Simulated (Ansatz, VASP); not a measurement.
RbBr: VASP beside Ansatz

```
Rb Br
1.0
     0.00000    3.52935    3.52935
     3.52935    0.00000    3.52935
     3.52935    3.52935    0.00000
Rb Br
1 1
Direct
  0.00000 0.00000 0.00000
  0.50000 0.50000 0.50000
```

Change from the starting cell: hydrostatic strain +2.0%.

Alike in both runs: task single point; functional PBE; k mesh 6 × 6 × 6; occupations fermi-dirac, width 0.02 eV; no spin polarisation.

|  | VASP | Ansatz |
| --- | --- | --- |
| version | VASP 6.6.1 | Ansatz 0.2.0 |
| potentials or method | VASP PAW PBE potentials, release 64 (Rb_sv, Br) | plane waves, PAW |
| plane-wave cutoff (eV) | 520 | 420 |
| valence electrons in the cell | 16 | 16 |

|  | VASP | Ansatz | Ansatz less VASP |
| --- | --- | --- | --- |
| gap on the k mesh at the Fermi level (eV) | 4.15 | 4.15 | +0.002 |
| pressure (GPa) | -0.2 | -0.2 | -0.01 |

With one functional, cell and mesh, what is left measures potentials, basis and numerics.
